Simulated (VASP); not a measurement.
Here is a VASP 6.6.1 calculation.

The input INCAR:

```
SYSTEM = TiN
PREC = Accurate
ENCUT = 600
EDIFF = 1E-7
ISMEAR = 0
SIGMA = 0.1
LREAL = .False.
LASPH = .True.
NELM = 120
ALGO = Normal
ISIF = 3
LWAVE = .False.
LCHARG = .False.
GGA = RE
IVDW = 12
IBRION = 2
NSW = 80
EDIFFG = -0.05
GGA_COMPAT = .False.
NELMIN = 4
```

Contents of KPOINTS:

```
regular mesh
0
Gamma
  11 11 11
  0 0 0
```

The input POSCAR:

```
TiN
1.0
    0.0000000000      2.1190000000      2.1190000000
    2.1190000000      0.0000000000      2.1190000000
    2.1190000000      2.1190000000      0.0000000000
Ti N
1 1
Direct
    0.0000000000      0.0000000000      0.0000000000
    0.5000000000      0.5000000000      0.5000000000
```

Potentials or basis: VASP PAW PBE potentials, release 64 (Ti_sv, N).

Run with:

```bash
$ cat potpaw_PBE.64/Ti_sv/POTCAR potpaw_PBE.64/N/POTCAR > POTCAR
$ mpirun -np 1 vasp_std > vasp.out
```

(1) Estimate the relaxed cell.

(2) Predict the band gap on the k mesh.

Results:

(1) a = 2.962 Å, b = 2.962 Å, c = 2.962 Å, α = 60.00°, β = 60.00°, γ = 60.00°.

(2) zero (an odd number of electrons rules out a gap without spin polarisation).
